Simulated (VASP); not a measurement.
Wanted: the native input for a VASP 6.6.1 run.

| Property | Result |
| --- | --- |
| Task | single point |
| Functional | LDA |
| Potentials or basis | VASP PAW LDA potentials, release 64 (C) |
| Cutoff | 520 eV |
| k mesh | 18 × 18 × 2 |
| Occupations | gaussian, width 0.01 eV |
| Spin | no spin polarisation |
| Dipole correction | no |
| Further INCAR settings | ALGO = Normal; EDIFF = 1e-06; NBANDS = 36 |

The structure of C lies in POSCAR:

```
C
1.0
    2.4203595962      0.0000000000      0.0000000000
   -1.2101797981      2.0960928966      0.0000000000
    0.0000000000      0.0000000000     20.8514632515
C
12
Direct
    0.0000000000      0.0000000000      0.9196872138
    0.3333333333      0.6666666667      0.9196611085
    0.0000000000      0.0000000000      0.7470055582
    0.3333333333      0.6666666667      0.7469794529
    0.6666666667      0.3333333333      0.2530205471
    0.0000000000      0.0000000000      0.2529944418
    0.6666666667      0.3333333333      0.0803388915
    0.0000000000      0.0000000000      0.0803127862
    0.3333333333      0.6666666667      0.5863538805
    0.6666666667      0.3333333333      0.5863277751
    0.3333333333      0.6666666667      0.4136722249
    0.6666666667      0.3333333333      0.4136461195
```

This cell differs from its parent crystal: biaxial strain in the a-b plane: -1.0 %.

The input as run:

INCAR

```
PREC = Accurate ; ENCUT = 520
EDIFF = 1E-6 ; ISMEAR = 0
SIGMA = 0.01 ; LREAL = False
LASPH = True ; NELM = 60
ALGO = Normal ; ISIF = 2
LWAVE = False ; LCHARG = False
GGA = CA ; NBANDS = 36
```

KPOINTS

```
regular mesh
0
Gamma
  18 18 2
```

Potentials or basis: VASP PAW LDA potentials, release 64 (C).

Command:

```sh
$ cat potpaw_LDA.64/C/POTCAR > POTCAR
$ mpirun -np 1 vasp_std > vasp.out
```

It gave:

The pressure is 9.5 GPa.

Caveat: the cell differs from its parent crystal (biaxial strain in the a-b plane: -1.0 %); the cell stands under pressure.

It took 2.1 min on 1 thread of AMD EPYC 9R45 96-Core Processor (Zen 5) (shared host), peak memory 0.26 GiB.
